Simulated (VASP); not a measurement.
# Be4Se3 in VASP: further runs

Runs on Be4Se3. Level: PBE. Tasks: single point, relaxation of cell and atoms.

Program: VASP 6.6.1. These are calculated values, not measurements. Logs are shortened: lines on timing, memory, paths and dates and some standing lists are left out, and cuts for length are marked.

## (1) The cell of the first run

It takes space group Pm-3m (No. 221, cubic). The conventional cell has a = 4.684 Å, b = 4.684 Å, c = 4.684 Å, α = 90.00°, β = 90.00°, γ = 90.00°. Within 3.1 Å of Be (site symmetry 4/mmm) lie 2 Be at 2.34 Å and 4 Se at 2.34 Å. Be (site symmetry m-3m) has 6 Be at 2.34 Å within 3.1 Å. Se (site symmetry 4/mmm) has 4 Be at 2.34 Å within 3.1 Å.

The cell was built from a structure type or drawn by symmetry, and may not be a known phase.

## (2) Single point, PBE

INCAR

```
  ALGO = Normal
  EDIFF = 1E-6
  ENCUT = 520
  GGA = PE
  ISIF = 2
  ISMEAR = 0
  LASPH = True
  LCHARG = False
  LREAL = False
  LWAVE = False
  NBANDS = 22
  NELM = 100
  PREC = Accurate
  SIGMA = 0.2
```

KPOINTS

```
k-points
0
Gamma
  3 3 3
```

POSCAR

```
Be4Se3
1.0
    4.6836869653      0.0000000000      0.0000000000
    0.0000000000      4.6836869653      0.0000000000
    0.0000000000      0.0000000000      4.6836869653
Be Se
4 3
Direct
    0.5000000000      0.0000000000      0.0000000000
    0.0000000000      0.5000000000      0.0000000000
    0.0000000000      0.0000000000      0.5000000000
    0.0000000000      0.0000000000      0.0000000000
    0.0000000000      0.5000000000      0.5000000000
    0.5000000000      0.0000000000      0.5000000000
    0.5000000000      0.5000000000      0.0000000000
```

Potentials or basis: VASP PAW PBE potentials, release 64 (Be, Se).

On the command line:

```console
$ cat potpaw_PBE.64/Be/POTCAR potpaw_PBE.64/Se/POTCAR > POTCAR
$ mpirun -np 1 vasp_std > vasp.out
```

OUTCAR:

```text
EDIFF = 1E-6
   ENCUT = 520
   GGA = PE
   ISIF = 2
   ISMEAR = 0
   LASPH = True
   LREAL = False
   NELM = 100
   PREC = Accurate

 ion  position               nearest neighbor table
   1  0.500  0.000  0.000-   4 2.34   6 2.34   7 2.34   6 2.34   7 2.34   4 2.34
   2  0.000  0.500  0.000-   4 2.34   5 2.34   7 2.34   5 2.34   4 2.34   7 2.34
   3  0.000  0.000  0.500-   4 2.34   5 2.34   6 2.34   4 2.34   5 2.34   6 2.34
   4  0.000  0.000  0.000-   1 2.34   2 2.34   3 2.34   3 2.34   2 2.34   1 2.34
   5  0.000  0.500  0.500-   2 2.34   3 2.34   2 2.34   3 2.34
   6  0.500  0.000  0.500-   1 2.34   3 2.34   1 2.34   3 2.34
   7  0.500  0.500  0.000-   1 2.34   2 2.34   1 2.34   2 2.34

  LATTYP: Found a simple cubic cell.
 ALAT       =     4.6836869653

  Lattice vectors:

 A1 = (   4.6836869653,   0.0000000000,   0.0000000000)
 A2 = (   0.0000000000,   4.6836869653,   0.0000000000)
 A3 = (   0.0000000000,   0.0000000000,   4.6836869653)

Analysis of symmetry for initial positions (statically):
=====================================================================
 Subroutine PRICEL returns:
 Original cell was already a primitive cell.

 Routine SETGRP: Setting up the symmetry group for a
 simple cubic supercell.

 Subroutine GETGRP returns: Found 48 space group operations
 (whereof 48 operations were pure point group operations)
 out of a pool of 48 trial point group operations.

The static configuration has the point symmetry O_h .

Analysis of symmetry for dynamics (positions and initial velocities):
=====================================================================
 Subroutine PRICEL returns:
 Original cell was already a primitive cell.

 Routine SETGRP: Setting up the symmetry group for a
 simple cubic supercell.

 Subroutine GETGRP returns: Found 48 space group operations
 (whereof 48 operations were pure point group operations)
 out of a pool of 48 trial point group operations.

The dynamic configuration has the point symmetry O_h .

 Subroutine INISYM returns: Found 48 space group operations
 (whereof 48 operations are pure point group operations),
 and found     1 'primitive' translations

----------------------------------------------------------------------------------------

                                     Primitive cell

  volume of cell :     102.7457

  direct lattice vectors                    reciprocal lattice vectors
[... 74 lines left out ...]
   ENCUT  =  520.0 eV  38.22 Ry    6.18 a.u.   8.71  8.71  8.71*2*pi/ulx,y,z
   NELM   =    100;   NELMIN=  2; NELMDL= -5     # of ELM steps
   EDIFF  = 0.1E-05   stopping-criterion for ELM
   LREAL  =      F    real-space projection
[... 7 lines left out ...]
   TEBEG  =    0.0;   TEEND  =   0.0 temperature during run
   PSTRESS=    0.0 pullay stress
   NELECT =      26.0000    total number of electrons
   NUPDOWN=      -1.0000    fix difference up-down
   EMIN   =  10.00;   EMAX   =-10.00  energy-range for DOS
   EFERMI =   0.00;   METHOD = LEGACY
   ISMEAR =     0;   SIGMA  =   0.20  broadening in eV -4-tet -1-fermi 0-gaus
   EFERMI_NEDOS =   21; number of points for ismear=-14 and -15
   IALGO  =     38    algorithm
   IMIX   =      4    mixing-type and parameters
     AMIX     =   0.40;   BMIX     =  1.00
     AMIX_MAG =   1.60;   BMIX_MAG =  1.00
  volume/ion in A,a.u.               =      14.68        99.05
  Fermi-wavevector in a.u.,A,eV,Ry     =   1.035487  1.956787 14.588627  1.072234
  Thomas-Fermi vector in A             =   2.169833
   LORBIT       =      0    0 simple, 1 ext, 2 COOP (PROOUT), +10 PAW based schemes
   GGA     = PE    functional components
   LHFCALC =     F    Hartree Fock is set to
   AEXX    =    0.0000 exact exchange contribution
   IVDW    =     0    specifies the selected vdW correction
   LEPSILON=     F    determine dielectric tensor
   LRPA    =     F    only Hartree local field effects (RPA)
 non-spin polarized calculation
 Gauss-broadening in eV      SIGMA  =   0.20
  energy-cutoff  :      520.00
  volume of cell :      102.75
 maximum number of plane-waves:      2779
 NGX is ok and might be reduce to    36
   NGX = 17   NGY = 17   NGZ = 17

 number of electron      26.0000004 magnetization

 Free energy of the ion-electron system (eV)
  ---------------------------------------------------
  ext. energy  EPLUGINS =         0.00000000
  ---------------------------------------------------
  free energy    TOTEN  =       -22.83519141 eV

  energy without entropy =      -22.77829671  energy(sigma->0) =      -22.80674406

 E-fermi :   5.1558     XC(G=0): -10.1217

 val. band max:        4.7637113349   @ k =   0.3333   0.3333   0.0000
 cond. band min:       5.2528898435   @ k =   0.3333   0.3333   0.3333
 fundamental gap:      0.4891785087
 Fermi energy:         5.1557526565

 k-point     1 :       0.0000    0.0000    0.0000
  band No.  band energies     occupation
      1      -9.9180      2.00000
      2      -7.2809      2.00000
      3      -7.2809      2.00000
      4      -1.1156      2.00000
      5      -1.1156      2.00000
      6      -1.1156      2.00000
[... 89 lines left out ...]
     21      10.8254      0.00000
     22      11.4046      0.00000

------------------------ aborting loop because EDIFF is reached ----------------------------------------

  FORCE on cell =-STRESS in cart. coord.  units (eV):
  Direction    XX          YY          ZZ          XY          YZ          ZX
  --------------------------------------------------------------------------------------
  -------------------------------------------------------------------------------------
  Total        0.5146067      0.5146067      0.5146067      0.0000000      0.0000000      0.0000000
  in kB        8.0245825      8.0245825      8.0245825      0.0000000      0.0000000      0.0000000
  external PRESSURE =       8.0245825 kB  Pullay stress =       0.0000000 kB

 VOLUME and BASIS-vectors are now :
 -----------------------------------------------------------------------------
  energy-cutoff  :      520.00
  volume of cell :      102.75
      direct lattice vectors                 reciprocal lattice vectors
     4.683686965  0.000000000  0.000000000     0.213507010  0.000000000  0.000000000
     0.000000000  4.683686965  0.000000000     0.000000000  0.213507010  0.000000000
     0.000000000  0.000000000  4.683686965     0.000000000  0.000000000  0.213507010

 POSITION                                       TOTAL-FORCE (eV/Angst)
 -----------------------------------------------------------------------------------
      2.34184      0.00000      0.00000         0.000000      0.000000      0.000000
      0.00000      2.34184      0.00000         0.000000      0.000000      0.000000
      0.00000      0.00000      2.34184         0.000000      0.000000      0.000000
      0.00000      0.00000      0.00000         0.000000      0.000000      0.000000
      0.00000      2.34184      2.34184         0.000000      0.000000      0.000000
      2.34184      0.00000      2.34184         0.000000      0.000000      0.000000
      2.34184      2.34184      0.00000         0.000000      0.000000      0.000000
 -----------------------------------------------------------------------------------
    total drift:                                0.000000      0.000000      0.000000

  FREE ENERGIE OF THE ION-ELECTRON SYSTEM (eV)
  ---------------------------------------------------
  free  energy   TOTEN  =       -22.8351914074 eV

  energy  without entropy=      -22.7782967091  energy(sigma->0) =      -22.80674406
```

OSZICAR:

```text
N       E                     dE             d eps       ncg     rms          rms(c)
DAV:   1     0.968793515953E+02    0.96879E+02   -0.10899E+04   176   0.101E+03
DAV:   2    -0.148581113621E+02   -0.11174E+03   -0.10635E+03   238   0.172E+02
DAV:   3    -0.228750274878E+02   -0.80169E+01   -0.78961E+01   240   0.467E+01
DAV:   4    -0.229709200233E+02   -0.95893E-01   -0.95799E-01   220   0.580E+00
DAV:   5    -0.229714828466E+02   -0.56282E-03   -0.56278E-03   214   0.478E-01    0.596E+00
DAV:   6    -0.228474490665E+02    0.12403E+00   -0.54221E-01   212   0.240E+00    0.330E+00
DAV:   7    -0.228368940916E+02    0.10555E-01   -0.38397E-02   194   0.940E-01    0.169E+00
DAV:   8    -0.228353747978E+02    0.15193E-02   -0.99016E-03   218   0.523E-01    0.141E-01
DAV:   9    -0.228351442303E+02    0.23057E-03   -0.14597E-03   206   0.145E-01    0.542E-02
DAV:  10    -0.228352019997E+02   -0.57769E-04   -0.32144E-04   212   0.730E-02    0.218E-02
DAV:  11    -0.228351910008E+02    0.10999E-04   -0.68220E-05   206   0.303E-02    0.880E-03
DAV:  12    -0.228351914074E+02   -0.40660E-06   -0.64567E-06   212   0.121E-02
   1 F= -.22835191E+02 E0= -.22806744E+02  d E =-.568947E-01
```

stdout:

```text
POSCAR found type information on POSCAR BeSe
 POSCAR found :  2 types and       7 ions
 scaLAPACK will be used
 LDA part: xc-table for (Slater+PW92), standard interpolation
 POSCAR, INCAR and KPOINTS ok, starting setup
 FFT: planning ... GRIDC
 FFT: planning ... GRID_SOFT
 FFT: planning ... GRID
 WAVECAR not read
 entering main loop
```

Run time: 12 s. Hardware: 1 thread of Intel Xeon 8259CL, shared host; peak memory 0.2 GiB.

Results:

- Free energy: -22.8352 eV
- Pressure: 0.8 GPa
- Band gap on the k mesh: zero (bands 13 and 14 overlap by 0.49 eV)

Levels at points of the mesh, in eV from the Fermi level:
| k point | band 10 | band 11 | band 12 | band 13 | band 14 | band 15 | band 16 | band 17 |
| --- | --- | --- | --- | --- | --- | --- | --- | --- |
| (0.00, 0.00, 0.00) | -3.52 | -0.62 | -0.62 | -0.62 | 0.88 | 0.88 | 1.94 | 1.94 |

Caveat: the k points lie up to 0.45 Å⁻¹ apart; semilocal functionals underestimate gaps, so a narrow gap can read as zero.

## (3) Single point, PBE

This run uses another cell than the first one, of 14.87 Å³/atom.

INCAR

```
SYSTEM = Be4Se3
ALGO = Normal ; EDIFF = 1E-7
ENCUT = 520 ; GGA = PE
ISIF = 2 ; ISMEAR = 0
LASPH = .TRUE. ; LCHARG = .FALSE.
LREAL = .FALSE. ; LWAVE = .FALSE.
NBANDS = 22 ; NELM = 80
PREC = Accurate ; SIGMA = 0.2
```

KPOINTS

```
k-points
0
G
  3 3 3
  0 0 0
```

POSCAR

```
Be4Se3
1.0
    4.7038395115      0.0000000000      0.0000000000
    0.0000000000      4.7038395115      0.0000000000
    0.0000000000      0.0000000000      4.7038395115
Be Se
4 3
Direct
    0.0000000000      0.5000000000      0.5000000000
    0.5000000000      0.0000000000      0.5000000000
    0.5000000000      0.5000000000      0.0000000000
    0.5000000000      0.5000000000      0.5000000000
    0.5000000000      0.0000000000      0.0000000000
    0.0000000000      0.5000000000      0.0000000000
    0.0000000000      0.0000000000      0.5000000000
```

Potentials or basis: VASP PAW PBE potentials, release 64 (Be, Se).

On the command line:

```console
$ cat potpaw_PBE.64/Be/POTCAR potpaw_PBE.64/Se/POTCAR > POTCAR
$ mpirun -np 1 vasp_std > vasp.out
```

Wall time 13 s (1 thread of Intel Xeon 8259CL, shared host); peak memory 0.2 GiB.

The run converged. Its results:

| Property | Result |
| --- | --- |
| Free energy | -22.8379 eV |
| Pressure | -0.2 GPa |
| Band gap on the k mesh | zero (bands 13 and 14 overlap by 0.48 eV) |

Levels at points of the mesh, in eV from the Fermi level:
| k point | band 9 | band 10 | band 11 | band 12 | band 13 | band 14 | band 15 | band 16 | band 17 | band 18 |
| --- | --- | --- | --- | --- | --- | --- | --- | --- | --- | --- |
| (0.00, 0.00, 0.00) | -3.48 | -3.48 | -0.61 | -0.61 | -0.61 | 0.84 | 0.84 | 1.93 | 1.93 | 1.93 |

Caveat: the k points lie up to 0.45 Å⁻¹ apart; semilocal functionals underestimate gaps, so a narrow gap can read as zero.

## (4) Single point, PBE

This run uses another cell than the first one, of 15.49 Å³/atom.

INCAR

```
SYSTEM = Be4Se3
  PREC = Accurate
  ENCUT = 520
  EDIFF = 1E-6
  ISMEAR = 0
  SIGMA = 0.2
  LREAL = .FALSE.
  LASPH = .TRUE.
  NELM = 80
  ALGO = Normal
  ISIF = 2
  LWAVE = .FALSE.
  LCHARG = .TRUE.
  GGA = PE
  LELF = .TRUE.
  LVHAR = .TRUE.
  NBANDS = 22
```

KPOINTS

```
Automatic mesh
0
G
  3 3 3
  0 0 0
```

POSCAR

```
Be4Se3
1.0
    3.3747242958      1.9483979820      2.7480375510
   -3.3747242958      1.9483979820      2.7480375510
    0.0000000000     -3.8967959598      2.7480375540
Be Se
4 3
Direct
    0.0000000000      0.0000000000      0.0000000000
    0.5000000000      0.5000000000      0.0000000000
    0.0000000000      0.5000000000      0.5000000000
    0.5000000000      0.0000000000      0.5000000000
    0.0000000000      0.0000000000      0.5000000000
    0.5000000000      0.0000000000      0.0000000000
    0.0000000000      0.5000000000      0.0000000000
```

On the command line:

```console
$ cat potpaw_PBE.64/Be/POTCAR potpaw_PBE.64/Se/POTCAR > POTCAR
$ mpirun -np 1 vasp_std > vasp.out
```

Wall time 18 s (1 thread of Intel Xeon 8259CL, shared host); peak memory 0.2 GiB.

The run converged. Its results:

```
Free energy            : -24.8056 eV
Pressure               : 0.2 GPa
Band gap on the k mesh : 0.32 eV (least direct gap 0.95 eV)
```

Stress tensor (GPa, compression positive):
```
0.04 0.00 0.00
0.00 0.04 0.00
0.00 0.00 0.43
```

Levels at points of the mesh, in eV from the valence-band top:
```tsv
k point	band 11	band 12	band 13	band 14	band 15	band 16
(0.00, 0.00, 0.00)	-2.39	-2.39	-2.36	0.32	0.32	1.47
```

Caveat: the k points lie up to 0.44 Å⁻¹ apart; an odd mesh through Γ misses points on the zone boundary, where band edges can lie.

## (5) Single point, PBE

This run uses another cell than the first one, of 15.35 Å³/atom.

INCAR

```
SYSTEM = Be4Se3
  PREC = Accurate
  ENCUT = 520
  EDIFF = 1E-6
  ISMEAR = 0
  SIGMA = 0.2
  LREAL = .False.
  LASPH = .True.
  NELM = 80
  ALGO = Normal
  ISIF = 2
  LWAVE = .False.
  LCHARG = .False.
  GGA = PE
  NBANDS = 22
```

KPOINTS

```
Automatic mesh
0
Gamma
  4 4 4
  0 0 0
```

POSCAR

```
Be4Se3
1.0
    4.7541752185      0.0000000000      0.0000000000
    0.0000000000      4.7541752185      0.0000000000
    0.0000000000      0.0000000000      4.7541752185
Be Se
4 3
Direct
    0.5000000000      0.5000000000      0.5000000000
    0.5000000000      0.0000000000      0.0000000000
    0.0000000000      0.5000000000      0.0000000000
    0.0000000000      0.0000000000      0.5000000000
    0.5000000000      0.5000000000      0.0000000000
    0.0000000000      0.5000000000      0.5000000000
    0.5000000000      0.0000000000      0.5000000000
```

On the command line:

```console
$ cat potpaw_PBE.64/Be/POTCAR potpaw_PBE.64/Se/POTCAR > POTCAR
$ mpirun -np 1 vasp_std > vasp.out
```

Wall time 23 s (1 thread of Intel Xeon 8259CL, shared host); peak memory 0.21 GiB.

Results (log left out):

| Quantity | Value |
| --- | --- |
| Free energy | -24.8782 eV |
| Pressure | 0.8 GPa |
| Band gap on the k mesh | zero (bands 13 and 14 overlap by 0.27 eV) |

Levels at points of the mesh, in eV from the Fermi level:
| k point | band 11 | band 12 | band 13 | band 14 | band 15 | band 16 |
| --- | --- | --- | --- | --- | --- | --- |
| (0.00, 0.00, 0.00) | -2.85 | -2.85 | -2.85 | -0.04 | -0.04 | 1.04 |
| (0.50, 0.00, 0.00) | -3.28 | -3.28 | -0.49 | 0.60 | 1.45 | 2.00 |
| (0.50, 0.50, 0.00) | -1.93 | -1.76 | -0.45 | 0.40 | 1.79 | 1.79 |
| (0.50, 0.50, 0.50) | -1.59 | -1.59 | -1.59 | 2.26 | 2.26 | 2.26 |

Caveat: semilocal functionals underestimate gaps, so a narrow gap can read as zero.

## (6) Relaxation of cell and atoms, PBE

This run uses another cell than the first one, of 17.70 Å³/atom.

INCAR

```
SYSTEM = Be4Se3
PREC     = Accurate       ! precision mode
ENCUT    = 600            ! plane-wave cutoff, eV
EDIFF    = 1E-7           ! SCF threshold, eV
ISMEAR   = 0              ! smearing method
SIGMA    = 0.2            ! smearing width, eV
LREAL    = .False.        ! projectors in reciprocal space
LASPH    = .True.         ! aspherical terms in the spheres
NELM     = 100            ! most SCF steps
ALGO     = Normal         ! electronic algorithm
ISIF     = 3              ! what is computed and relaxed
LWAVE    = .False.        ! write WAVECAR
LCHARG   = .False.        ! write CHGCAR
GGA      = PE             ! functional
IBRION   = 2              ! ionic algorithm
NSW      = 36             ! ionic steps
EDIFFG   = -0.08          ! ionic threshold
```

KPOINTS

```
Automatic mesh
0
Gamma
  3 3 3
  0 0 0
```

POSCAR

```
Be4Se3
1.0
    4.9857160200      0.0000000000      0.0000000000
    0.0000000000      4.9857160200      0.0000000000
    0.0000000000      0.0000000000      4.9857160200
Be Se
4 3
Direct
    0.5000000000      0.0000000000      0.0000000000
    0.0000000000      0.5000000000      0.0000000000
    0.0000000000      0.0000000000      0.5000000000
    0.0000000000      0.0000000000      0.0000000000
    0.0000000000      0.5000000000      0.5000000000
    0.5000000000      0.0000000000      0.5000000000
    0.5000000000      0.5000000000      0.0000000000
```

Potentials or basis: VASP PAW PBE potentials, release 64 (Be, Se).

On the command line:

```console
$ cat potpaw_PBE.64/Be/POTCAR potpaw_PBE.64/Se/POTCAR > POTCAR
$ mpirun -np 1 vasp_std > vasp.out
```

Wall time 72 s (1 thread of Intel Xeon 8259CL, shared host); peak memory 0.24 GiB.

It converged, with:

* Free energy: -22.8390 eV
* Relaxed volume: 14.86 Å³/atom
* Relaxed cell: a = 4.703 Å, b = 4.703 Å, c = 4.703 Å, α = 90.00°, β = 90.00°, γ = 90.00°
* Space group after relaxing (to 0.1 Å): Pm-3m (No. 221)
* Energy gained by relaxing: 94.7 meV/atom
* Ionic steps: 3
* Pressure after relaxing: -0.1 GPa
* Band gap on the k mesh: zero (bands 13 and 14 overlap by 0.48 eV)

Step by step:
```tsv
step	energy change (eV)	largest force (eV/Å)	pressure (GPa)	volume (Å³)
1	0.0000	0.0000	-9.05	123.93
2	-0.6440	0.0000	-2.00	106.84
3	-0.6631	0.0000	-0.14	104.04
```

Final structure:
```
Be Se
1.0
     4.70321    0.00000    0.00000
     0.00000    4.70321    0.00000
     0.00000    0.00000    4.70321
Be Se
4 3
Direct
  0.50000 0.00000 0.00000
  0.00000 0.50000 0.00000
  0.00000 0.00000 0.50000
  0.00000 0.00000 0.00000
  0.00000 0.50000 0.50000
  0.50000 0.00000 0.50000
  0.50000 0.50000 0.00000
```

Levels at points of the mesh, in eV from the Fermi level:
```csv
k point,band 10,band 11,band 12,band 13,band 14,band 15,band 16,band 17
"(0.00, 0.00, 0.00)",-3.48,-0.61,-0.61,-0.61,0.85,0.85,1.93,1.93
```

Caveat: the k points lie up to 0.45 Å⁻¹ apart in the final cell; the volume moved by over 15 % at a fixed basis, so the end points are rough; semilocal functionals underestimate gaps, so a narrow gap can read as zero.

(Part 1 of 2 ends here.)
